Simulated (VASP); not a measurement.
Wanted: the native input for a VASP 6.6.1 run.

```yaml
Task: single point
Functional: PBEsol
Potentials_or_basis: VASP PAW PBE potentials, release 64 (Ti_sv, Co)
Cutoff: 520 eV
k_mesh: 12 × 12 × 12
Occupations: gaussian, width 0.15 eV
Spin: collinear spin, ferromagnetic start
Starting_moments: "[0.5, 1.1, 1.1, 1.1] μB"
Fixed_moment: 3.8 μB
Dipole_correction: no
Further_INCAR_settings: ALGO = Fast; EDIFF = 1e-06; NBANDS = 32
```

The structure of TiCo3 lies in POSCAR:

```
TiCo3
1.0
    3.4529205823      0.0000000000      0.0000000000
    0.0000000000      3.4529205823      0.0000000000
    0.0000000000      0.0000000000      3.4529205823
Ti Co
1 3
Direct
    0.0000000000      0.0000000000      0.0000000000
    0.0000000000      0.5000000000      0.5000000000
    0.5000000000      0.0000000000      0.5000000000
    0.5000000000      0.5000000000      0.0000000000
```

These files were run (other wordings do the same):

INCAR

```
SYSTEM = TiCo3
PREC = Accurate ; ENCUT = 520
EDIFF = 1E-6 ; ISMEAR = 0
SIGMA = 0.15 ; LREAL = .FALSE.
LASPH = .TRUE. ; NELM = 150
ALGO = Fast ; ISIF = 2
LWAVE = .FALSE. ; LCHARG = .FALSE.
ISPIN = 2 ; MAGMOM = 0.5 1.1 1.1 1.1
LORBIT = 11 ; NUPDOWN = 3.8
LMAXMIX = 4 ; GGA = PS
NBANDS = 32
```

KPOINTS

```
Automatic mesh
0
G
  12 12 12
  0 0 0
```

Potentials or basis: VASP PAW PBE potentials, release 64 (Ti_sv, Co).

Run with:

```bash
$ cat potpaw_PBE.64/Ti_sv/POTCAR potpaw_PBE.64/Co/POTCAR > POTCAR
$ mpirun -np 1 vasp_std > vasp.out
```

It gave:

- Pressure: 28.1 GPa
- Net moment: 3.80 μB per cell
- Site moments: Ti -0.01; Co +1.25 μB
- Valence electrons inside the program's atomic spheres: Ti 10.65; Co 8.56

Caveat: the cell stands under pressure; the PAW data sets were made with another functional, which shifts forces and pressure a little; the total moment is fixed, so each spin has its own Fermi level and the state may be an excited one.

Run time: 3.4 min on 1 thread of Oxide Virtual Turin-like Processor, with other jobs on the host, peak memory 0.26 GiB.
